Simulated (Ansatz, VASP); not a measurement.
**Two plane-wave programs on ScGePd**

```
Sc Ge Pd
1.0
     6.60035    0.00000    0.00000
    -3.30018    5.71607    0.00000
     0.00000    0.00000    3.87014
Sc Ge Pd
3 3 3
Cartesian
  -1.9069 3.3029 0.0000
  1.3933 2.4132 0.0000
  3.8138 0.0000 0.0000
  0.0000 3.8107 1.9351
  3.3002 1.9054 1.9351
  0.0000 0.0000 0.0000
  -0.8209 1.4219 1.9351
  2.4792 4.2942 1.9351
  1.6419 0.0000 1.9351
```

Alike in both runs: functional LDA; k mesh 6 × 6 × 10; occupations fermi-dirac, width 0.15 eV; no spin polarisation.

Ansatz relaxed the structure, and its values are those at the end. VASP's run is a single point on that final structure, the one shown.

|  | VASP | Ansatz |
| --- | --- | --- |
| version | VASP 6.6.1 | Ansatz 0.2.0 |
| potentials or method | VASP PAW LDA potentials, release 64 (Sc_sv, Ge_d, Pd), cutoff 520 eV | scalar-relativistic, plane waves, PAW |
| valence electrons in the cell | 105 | 129 |

|  | VASP | Ansatz | Ansatz less VASP |
| --- | --- | --- | --- |
| gap on the k mesh at the Fermi level (eV) | none | none | - |
| pressure (GPa) | 0.5 | 0.0 | -0.50 |

LDA's correlation is that of Perdew and Zunger in VASP and of Perdew and Wang (1992) in Ansatz. A gap of «none» marks a metal or a gap that the smearing closes. VASP's potentials hold 105 valence electrons a cell and Ansatz's 129, so a difference there can come from the potentials and not from the codes.
